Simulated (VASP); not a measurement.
# Pt (Fm-3m) in VASP: settings compared, part 2 of 2

VASP 6.6.1. Earlier steps stand in the parts before.

### 3 Single point, PBE

This run uses another cell than the first one, of 15.63 Å³/atom, 1.028 times its volume.

The input, INCAR:

```
PREC     = Accurate       # precision mode
ENCUT    = 520            # plane-wave cutoff, eV
EDIFF    = 1E-6           # SCF threshold, eV
ISMEAR   = 1              # smearing method
SIGMA    = 0.1            # smearing width, eV
LREAL    = F              # projectors in reciprocal space
LASPH    = T              # aspherical terms in the spheres
NELM     = 60             # most SCF steps
ALGO     = Normal         # electronic algorithm
ISIF     = 2              # what is computed and relaxed
LWAVE    = F              # write WAVECAR
LCHARG   = F              # write CHGCAR
GGA      = PE             # functional
NBANDS   = 11             # bands
```

The input, KPOINTS:

```
Automatic mesh
0
Gamma
  13 13 13
```

The input, POSCAR:

```
Pt
1.0
    0.0000000000      1.9845709379      1.9845709379
    1.9845709379      0.0000000000      1.9845709379
    1.9845709379      1.9845709379      0.0000000000
Pt
1
Direct
    0.0000000000      0.0000000000      0.0000000000
```

Potentials or basis: VASP PAW PBE potentials, release 64 (Pt).

The run is started by

```bash
$ cat potpaw_PBE.64/Pt/POTCAR > POTCAR
$ mpirun -np 1 vasp_std > vasp.out
```

OUTCAR:

```text
PREC = Accurate
   ENCUT = 520
   EDIFF = 1E-6
   ISMEAR = 1
   LREAL = F
   LASPH = T
   NELM = 60
   ISIF = 2
   GGA = PE

 ion  position               nearest neighbor table
   1  0.000  0.000  0.000-

  LATTYP: Found a face centered cubic cell.
 ALAT       =     3.9691418758

  Lattice vectors:

 A1 = (   0.0000000000,   1.9845709379,   1.9845709379)
 A2 = (   1.9845709379,   0.0000000000,   1.9845709379)
 A3 = (   1.9845709379,   1.9845709379,   0.0000000000)

Analysis of symmetry for initial positions (statically):
[... 505 lines left out ...]
      3       7.3644      2.00000
      4       7.6458      2.00000
      5      10.6581      0.00546
      6      12.0163     -0.00000
      7      17.9316      0.00000
      8      25.9660      0.00000
      9      27.8128      0.00000
     10      28.7498      0.00000
     11      37.2280      0.00000

 [... further k-points ...]
[... 5 lines left out ...]
  --------------------------------------------------------------------------------------
  -------------------------------------------------------------------------------------
  Total       -0.0488558     -0.0488558     -0.0488558     -0.0000000      0.0000000     -0.0000000
  in kB       -5.0072241     -5.0072241     -5.0072241     -0.0000000      0.0000000     -0.0000000
  external PRESSURE =      -5.0072241 kB  Pullay stress =       0.0000000 kB

 VOLUME and BASIS-vectors are now :
 -----------------------------------------------------------------------------
  energy-cutoff  :      520.00
  volume of cell :       15.63
      direct lattice vectors                 reciprocal lattice vectors
     0.000000000  1.984570938  1.984570938    -0.251943627  0.251943627  0.251943627
     1.984570938  0.000000000  1.984570938     0.251943627 -0.251943627  0.251943627
     1.984570938  1.984570938  0.000000000     0.251943627  0.251943627 -0.251943627

 POSITION                                       TOTAL-FORCE (eV/Angst)
 -----------------------------------------------------------------------------------
      0.00000      0.00000      0.00000         0.000000      0.000000     -0.000000
 -----------------------------------------------------------------------------------
    total drift:                               -0.000000      0.000000      0.000000

  FREE ENERGIE OF THE ION-ELECTRON SYSTEM (eV)
  ---------------------------------------------------
  free  energy   TOTEN  =        -6.0883054912 eV

  energy  without entropy=       -6.0871537176  energy(sigma->0) =       -6.08792157
```

OSZICAR:

```text
N       E                     dE             d eps       ncg     rms          rms(c)
DAV:   1     0.391886210312E+02    0.39189E+02   -0.53509E+03  1872   0.843E+02
DAV:   2    -0.586609233650E+01   -0.45055E+02   -0.43040E+02  2108   0.175E+02
DAV:   3    -0.647309834030E+01   -0.60701E+00   -0.60234E+00  2165   0.193E+01
DAV:   4    -0.647558090870E+01   -0.24826E-02   -0.24824E-02  2106   0.147E+00
DAV:   5    -0.647560173019E+01   -0.20821E-04   -0.20820E-04  2178   0.124E-01    0.116E+01
DAV:   6    -0.612742754233E+01    0.34817E+00   -0.82538E-01  1980   0.719E+00    0.612E+00
DAV:   7    -0.609155654879E+01    0.35871E-01   -0.13609E-01  2115   0.285E+00    0.246E+00
DAV:   8    -0.608854834669E+01    0.30082E-02   -0.57215E-03  2007   0.643E-01    0.595E-01
DAV:   9    -0.608830331937E+01    0.24503E-03   -0.22248E-04  2046   0.128E-01    0.515E-02
DAV:  10    -0.608830567938E+01   -0.23600E-05   -0.52788E-06  2307   0.176E-02    0.684E-03
DAV:  11    -0.608830549125E+01    0.18813E-06   -0.34106E-08  1131   0.183E-03
   1 F= -.60883055E+01 E0= -.60879216E+01  d E =-.115177E-02
```

stdout:

```text
POSCAR found type information on POSCAR Pt
 POSCAR found :  1 types and       1 ions
 scaLAPACK will be used
 LDA part: xc-table for (Slater+PW92), standard interpolation
 POSCAR, INCAR and KPOINTS ok, starting setup
 FFT: planning ... GRIDC
 FFT: planning ... GRID_SOFT
 FFT: planning ... GRID
 WAVECAR not read
 entering main loop
```

Run time: 12 s. Hardware: 1 thread of Intel Xeon Platinum 8124M at 3.00GHz (Skylake/Cascade Lake), shared host; peak memory 0.15 GiB.

Results:

* Free energy: -6.0883 eV
* Pressure: -0.5 GPa
* Band gap on the k mesh: zero (band 5 reaches 10.97 eV, above the bottom of band 6 at 8.93 eV)

Caveat: spin-orbit coupling is left out, which moves the levels of the heavy elements.

### 4 Single point, RPBE

This run uses another cell than the first one, of 15.90 Å³/atom, 1.046 times its volume.

The input, INCAR:

```
PREC     = Accurate       # precision mode
ENCUT    = 520            # plane-wave cutoff, eV
EDIFF    = 1E-7           # SCF threshold, eV
ISMEAR   = 1              # smearing method
SIGMA    = 0.1            # smearing width, eV
LREAL    = False          # projectors in reciprocal space
LASPH    = True           # aspherical terms in the spheres
NELM     = 80             # most SCF steps
ALGO     = Normal         # electronic algorithm
ISIF     = 2              # what is computed and relaxed
LWAVE    = False          # write WAVECAR
LCHARG   = True           # write CHGCAR
GGA      = RP             # functional
LELF     = True           # ELF
LVHAR    = True         
NBANDS   = 11             # bands
```

The input, KPOINTS:

```
regular mesh
0
Gamma
  13 13 13
```

The input, POSCAR:

```
Pt
1.0
    0.0000000000      1.9958668370      1.9958668370
    1.9958668370      0.0000000000      1.9958668370
    1.9958668370      1.9958668370      0.0000000000
Pt
1
Direct
    0.0000000000      0.0000000000      0.0000000000
```

The run is started by

```bash
$ cat potpaw_PBE.64/Pt/POTCAR > POTCAR
$ mpirun -np 1 vasp_std > vasp.out
```

Wall time 14 s (1 thread of Intel Xeon Platinum 8124M at 3.00GHz (Skylake/Cascade Lake), shared host); peak memory 0.15 GiB.

Results (log left out):

* Free energy: -5.4478 eV
* Pressure: -0.5 GPa
* Band gap on the k mesh: zero (band 5 reaches 10.72 eV, above the bottom of band 6 at 8.75 eV)

Levels at points of the mesh, in eV from the Fermi level:
```csv
k point,band 2,band 3,band 4,band 5,band 6,band 7,band 8,band 9
"(0.00, 0.00, 0.00)",-3.46,-3.46,-3.46,-1.50,-1.50,14.76,19.46,19.46
```

Caveat: the PAW data sets were made with another functional, which shifts forces and pressure a little; spin-orbit coupling is left out, which moves the levels of the heavy elements.

### 5 Single point, r2SCAN+D4

This run uses another cell than the first one, of 15.16 Å³/atom, 0.997 times its volume.

The input, POSCAR:

```
Pt
1.0
    0.0000000000      1.9644927580      1.9644927580
    1.9644927580      0.0000000000      1.9644927580
    1.9644927580      1.9644927580      0.0000000000
Pt
1
Direct
    0.0000000000      0.0000000000      0.0000000000
```

The input, INCAR.step1:

```
SYSTEM = Pt
PREC = Accurate ; ENCUT = 520
ISMEAR = 1 ; SIGMA = 0.1
LREAL = .False. ; LASPH = .True.
NELM = 80 ; NBANDS = 11
GGA = PE ; ALGO = Normal
EDIFF = 1E-4 ; LWAVE = .True.
LCHARG = .False.
```

The input, INCAR.step2:

```
SYSTEM = Pt
PREC = Accurate ; ENCUT = 520
EDIFF = 1E-7 ; ISMEAR = 1
SIGMA = 0.1 ; LREAL = .False.
LASPH = .True. ; NELM = 80
ALGO = Normal ; ISIF = 2
LWAVE = .False. ; LCHARG = .False.
METAGGA = R2SCAN ; LMIXTAU = .True.
IVDW = 13 ; VDW_S6 = 1.0
VDW_S8 = 0.6018749 ; VDW_A1 = 0.51559235
VDW_A2 = 5.77342911 ; NBANDS = 11
ISTART = 1
```

The input, KPOINTS:

```
regular mesh
0
Gamma
  13 13 13
  0 0 0
```

Potentials or basis: VASP PAW PBE potentials, release 64 (Pt).

The run is started by

```bash
$ cat potpaw_PBE.64/Pt/POTCAR > POTCAR
$ cp INCAR.step1 INCAR
$ mpirun -np 1 vasp_std > vasp.out
$ cp INCAR.step2 INCAR
$ mpirun -np 1 vasp_std > vasp.out
```

OUTCAR:

```text
SYSTEM = Pt
   PREC = Accurate
   ENCUT = 520
   EDIFF = 1E-7
   ISMEAR = 1
   LREAL = .False.
   LASPH = .True.
   NELM = 80
   ISIF = 2
   METAGGA = R2SCAN
   IVDW = 13
   ISTART = 1

 ion  position               nearest neighbor table
   1  0.000  0.000  0.000-

  LATTYP: Found a face centered cubic cell.
 ALAT       =     3.9289855160

  Lattice vectors:

 A1 = (   0.0000000000,   1.9644927580,   1.9644927580)
 A2 = (   1.9644927580,   0.0000000000,   1.9644927580)
 A3 = (   1.9644927580,   1.9644927580,   0.0000000000)

[... 517 lines left out ...]

------------------------ aborting loop because EDIFF is reached ----------------------------------------

  DFT-D4 for vdW energy calculation

  Edisp (eV):   -0.25416

  FORCE on cell =-STRESS in cart. coord.  units (eV):
  Direction    XX          YY          ZZ          XY          YZ          ZX
  --------------------------------------------------------------------------------------
  -------------------------------------------------------------------------------------
  Total       0.06490     0.06490     0.06490     0.00000     0.00000     0.00000
  in kB       6.85797     6.85797     6.85797     0.00000     0.00000     0.00000
  external pressure =        6.86 kB  Pullay stress =        0.00 kB

 VOLUME and BASIS-vectors are now :
 -----------------------------------------------------------------------------
  energy-cutoff  :      520.00
  volume of cell :       15.16
      direct lattice vectors                 reciprocal lattice vectors
     0.000000000  1.964492758  1.964492758    -0.254518627  0.254518627  0.254518627
     1.964492758  0.000000000  1.964492758     0.254518627 -0.254518627  0.254518627
     1.964492758  1.964492758  0.000000000     0.254518627  0.254518627 -0.254518627

 POSITION                                       TOTAL-FORCE (eV/Angst)
 -----------------------------------------------------------------------------------
      0.00000      0.00000      0.00000         0.000000      0.000000      0.000000
 -----------------------------------------------------------------------------------
    total drift:                               -0.000000      0.000000     -0.000000

  FREE ENERGIE OF THE ION-ELECTRON SYSTEM (eV)
  ---------------------------------------------------
  free  energy   TOTEN  =       -51.7421245817 eV

  energy  without entropy=      -51.7412658338  energy(sigma->0) =      -51.74183833
```

It took 71 s on 1 thread of Intel Xeon Platinum 8124M at 3.00GHz (Skylake/Cascade Lake), shared host; peak memory 0.15 GiB.

Results:

```yaml
Free_energy: -51.7421 eV
Pressure: 0.7 GPa
Band_gap_on_the_k_mesh: zero (band 5 reaches 11.35 eV, above the bottom of band 6 at 9.06 eV)
Dispersion_energy_per_atom: -0.254 eV
```

Caveat: the PAW data sets were made with another functional, which shifts forces and pressure a little; spin-orbit coupling is left out, which moves the levels of the heavy elements; pairwise dispersion overbinds metals, which lowers pressure and volume.

### 6 Overview

```csv
level,cell,gap on the mesh (eV),pressure (GPa)
PBE+D4,"a = 2.781 Å, angles 60.0°, 1 atom",none,-0.5
PBE,"a = 2.807 Å, angles 60.0°, 1 atom",none,-0.5
RPBE,"a = 2.823 Å, angles 60.0°, 1 atom",none,-0.5
r2SCAN+D4,"a = 2.778 Å, angles 60.0°, 1 atom",none,0.7
```

Alike in all rows: task single point; potentials or basis VASP PAW PBE potentials, release 64 (Pt); no spin polarisation; k mesh 13 × 13 × 13; cutoff (eV) 520; smearing methfessel-paxton 0.1 eV.

Caveats: spin-orbit coupling is left out, which moves the levels of the heavy elements; pairwise dispersion overbinds metals, which lowers pressure and volume (some runs); the PAW data sets were made with another functional, which shifts forces and pressure a little (some runs).

Absolute energies hang on the potentials; compare differences alone.
